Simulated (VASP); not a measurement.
A run of VASP 6.6.1:

INCAR

```
PREC = Accurate
ENCUT = 500
EDIFF = 1E-6
ISMEAR = 1
SIGMA = 0.001
LREAL = F
LASPH = T
NELM = 120
ALGO = Normal
ISIF = 2
LWAVE = F
LCHARG = F
GGA = PS
NBANDS = 17
GGA_COMPAT = F
```

The input KPOINTS:

```
Automatic mesh
0
Gamma
  6 6 6
```

POSCAR

```
SnSe
1.0
    0.0000000000      2.9848894956      2.9848894956
    2.9848894956      0.0000000000      2.9848894956
    2.9848894956      2.9848894956      0.0000000000
Sn Se
1 1
Direct
    0.0000000000      0.0000000000      0.0000000000
    0.5000000000      0.5000000000      0.5000000000
```

Potentials or basis: VASP PAW PBE potentials, release 64 (Sn_d, Se).

Launch:

```sh
$ cat potpaw_PBE.64/Sn_d/POTCAR potpaw_PBE.64/Se/POTCAR > POTCAR
$ mpirun -np 1 vasp_std > vasp.out
```

Hardware: 1 thread of AMD EPYC 7R43 64-Core Processor (Zen 3), on a shared host.

Question: How long does it take, and how much memory?

Answer: It took 16 s on 1 thread of AMD EPYC 7R43 64-Core Processor (Zen 3), on a shared host, peak memory 0.14 GiB. Counts: scf iterations 12, k points 16.
